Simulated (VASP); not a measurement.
Here is a VASP 6.6.1 calculation.

Contents of INCAR:

```
PREC = Accurate
ENCUT = 600
EDIFF = 1E-6
ISMEAR = -1
SIGMA = 0.05
LREAL = False
LASPH = True
NELM = 120
ALGO = Normal
ISIF = 2
LWAVE = False
LCHARG = False
GGA = PS
IVDW = 13
NBANDS = 60
GGA_COMPAT = False
```

File KPOINTS:

```
Automatic mesh
0
Gamma
  8 8 4
```

The input POSCAR:

```
TiO2
1.0
    6.0279587373     -1.8450195788      0.0000000000
    6.0279587373      1.8450195788      0.0000000000
   -1.8889614683      0.0000000000      6.1997680296
Ti O
4 8
Direct
    0.9000710000      0.9000710000      0.2896020000
    0.1952860000      0.1952860000      0.2837620000
    0.0999290000      0.0999290000      0.7103980000
    0.8047140000      0.8047140000      0.7162380000
    0.3619310000      0.3619310000      0.2933970000
    0.2634885000      0.2634885000      0.6525000000
    0.8671885000      0.8671885000      0.9952910000
    0.7365115000      0.7365115000      0.3475000000
    0.9416475000      0.9416475000      0.6300210000
    0.1328115000      0.1328115000      0.0047090000
    0.6380690000      0.6380690000      0.7066030000
    0.0583525000      0.0583525000      0.3699790000
```

Potentials or basis: VASP PAW PBE potentials, release 64 (Ti_sv, O).

The run is started by

```sh
$ cat potpaw_PBE.64/Ti_sv/POTCAR potpaw_PBE.64/O/POTCAR > POTCAR
$ mpirun -np 1 vasp_std > vasp.out
```

**Question.** Estimate the dispersion energy per atom.

**Answer.** -0.107 eV.

**Question.** What does it give for the pressure?

**Answer.** 4.8 GPa.

**Question.** Estimate the largest force.

**Answer.** 0.354 eV/Å.

**Question.** What does it give for the band gap on the k mesh?

**Answer.** 2.91 eV (least direct gap 3.10 eV).

Forces in eV/Å, atoms in the order of the input:
```
Ti  -0.214  0.000  0.149
Ti   0.011  0.000  0.354
Ti   0.214  0.000 -0.149
Ti  -0.011  0.000 -0.354
O    0.104  0.000  0.013
O    0.077  0.000 -0.075
O    0.111  0.000  0.245
O   -0.077  0.000  0.075
O   -0.163  0.000 -0.063
O   -0.111  0.000 -0.245
O   -0.104  0.000 -0.013
O    0.163  0.000  0.063
```

Caveat: the cell stands under pressure; the PAW data sets were made with another functional, which shifts forces and pressure a little. A k mesh can miss the band edges.
